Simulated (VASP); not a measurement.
Write the native input for VASP 6.6.1 that does the following.

```
Task                   : electric field gradients
Functional             : PBEsol
Potentials or basis    : VASP PAW PBE potentials, release 64 (Rh_pv)
Cutoff                 : 520 eV
k mesh                 : 16 × 16 × 16
Occupations            : fermi-dirac, width 0.08 eV
Spin                   : no spin polarisation
Dipole correction      : no
Further INCAR settings : ALGO = Normal; EDIFF = 1e-08; NBANDS = 14
```

The structure of Rh lies in POSCAR:

```
Rh
1.0
    0.0000000000      1.9078674883      1.9078674883
    1.9078674883      0.0000000000      1.9078674883
    1.9078674883      1.9078674883      0.0000000000
Rh
1
Direct
    0.0000000000      0.0000000000      0.0000000000
```

This cell differs from its parent crystal: volume scaled by 1.01.

These files were run (other wordings do the same):

INCAR

```
SYSTEM = Rh
  PREC = Accurate
  ENCUT = 520
  EDIFF = 1E-8
  ISMEAR = -1
  SIGMA = 0.08
  LREAL = .False.
  LASPH = .True.
  NELM = 100
  ALGO = Normal
  ISIF = 2
  LWAVE = .False.
  LCHARG = .False.
  GGA = PS
  LEFG = .True.
  NBANDS = 14
```

KPOINTS

```
regular mesh
0
Gamma
  16 16 16
  0 0 0
```

Potentials or basis: VASP PAW PBE potentials, release 64 (Rh_pv).

The run is started by

```bash
$ cat potpaw_PBE.64/Rh_pv/POTCAR > POTCAR
$ mpirun -np 1 vasp_std > vasp.out
```

It gave:

| Item | Value |
| --- | --- |
| Pressure | -7.5 GPa |

Caveat: without QUAD_EFG the Cq values of the log hold for a quadrupole moment of 1 mb, not for the nuclei; the PAW data sets were made with another functional, which shifts forces and pressure a little.

It took 9.6 s on 1 thread of Intel(R) Xeon(R) 6975P-C (Granite Rapids), with other jobs on the host, peak memory 0.14 GiB.
